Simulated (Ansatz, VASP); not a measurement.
## Ta: VASP beside Ansatz

File INCAR:

```
PREC = Accurate
ENCUT = 520
EDIFF = 1E-8
ISMEAR = -1
SIGMA = 0.08
LREAL = False
LASPH = True
NELM = 80
ALGO = Normal
ISIF = 2
LWAVE = False
LCHARG = False
GGA = PS
LEFG = True
NBANDS = 12
```

Contents of KPOINTS:

```
Automatic mesh
0
Gamma
  17 17 17
```

POSCAR

```
Ta
1.0
   -1.6175709496      1.6175709496      1.6175709496
    1.6175709496     -1.6175709496      1.6175709496
    1.6175709496      1.6175709496     -1.6175709496
Ta
1
Direct
    0.0000000000      0.0000000000      0.0000000000
```

Input for Ansatz:

```yaml
crystal:
  lattice:
    - [-1.6175709496, 1.6175709496, 1.6175709496]
    - [1.6175709496, -1.6175709496, 1.6175709496]
    - [1.6175709496, 1.6175709496, -1.6175709496]
  atoms:
    - { symbol: Ta, position: [0.0, 0.0, 0.0] }
kpoints:
  mp_grid: { grid: [17, 17, 17] }
scf:
  occupations: { method: fermi_dirac, width: 0.08 }
hamiltonian:
  xc: pbesol
  pseudopotentials: { kind: all_electron, datasets: crystal }
output:
  forces: true
  stress: true
  eigenvalues: true
  efg: { contact_densities: true }
```

Change from the starting cell: volume scaled by 0.94, crystal datasets.

Alike in both runs: task electric field gradients; functional PBEsol; k mesh 17 × 17 × 17; occupations fermi-dirac, width 0.08 eV; no spin polarisation.

|  | VASP | Ansatz |
| --- | --- | --- |
| version | VASP 6.6.1 | Ansatz 0.2.0 |
| potentials or method | VASP PAW PBE potentials, release 64 (Ta_pv), cutoff 520 eV | all-electron PAW with datasets made for the crystal, scalar-relativistic |

```csv
,VASP,Ansatz,Ansatz less VASP
pressure (GPa),10.1,9.6,-0.51
```

VASP's potentials were made for PBE, not for PBEsol. Ansatz ran all-electron here, and VASP with PAW potentials.

Spin-orbit coupling is off throughout.
